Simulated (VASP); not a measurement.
A run of VASP 6.6.1 is set up as follows.

Contents of INCAR:

```
SYSTEM = CuAu
PREC     = Accurate       ! precision mode
ENCUT    = 520            ! plane-wave cutoff, eV
EDIFF    = 1E-7           ! SCF threshold, eV
ISMEAR   = 0              ! smearing method
SIGMA    = 0.1            ! smearing width, eV
LREAL    = .False.        ! projectors in reciprocal space
LASPH    = .True.         ! aspherical terms in the spheres
NELM     = 100            ! most SCF steps
ALGO     = Fast           ! electronic algorithm
ISIF     = 2              ! what is computed and relaxed
LWAVE    = .False.        ! write WAVECAR
LCHARG   = .True.         ! write CHGCAR
GGA      = PS             ! functional
LELF     = .True.         ! ELF
LVHAR    = .True.       
NBANDS   = 18             ! bands
```

Contents of KPOINTS:

```
regular mesh
0
Gamma
  14 14 12
  0 0 0
```

Contents of POSCAR:

```
CuAu
1.0
    2.8813479525      0.0000000000      0.0000000000
    0.0000000000      2.8813479525      0.0000000000
    0.0000000000      0.0000000000      3.6290789602
Cu Au
1 1
Direct
    0.5000000000      0.5000000000      0.5000000000
    0.0000000000      0.0000000000      0.0000000000
```

Potentials or basis: VASP PAW PBE potentials, release 64 (Cu, Au).

Command:

```bash
$ cat potpaw_PBE.64/Cu/POTCAR potpaw_PBE.64/Au/POTCAR > POTCAR
$ mpirun -np 1 vasp_std > vasp.out
```

Estimate the band gap on the k mesh.

zero (bands 11 and 12 overlap by 6.97 eV).

Estimate the pressure.

-8.4 GPa.

Caveat: the cell stands under tension; the PAW data sets were made with another functional, which shifts forces and pressure a little; spin-orbit coupling is left out, which moves the levels of the heavy elements.
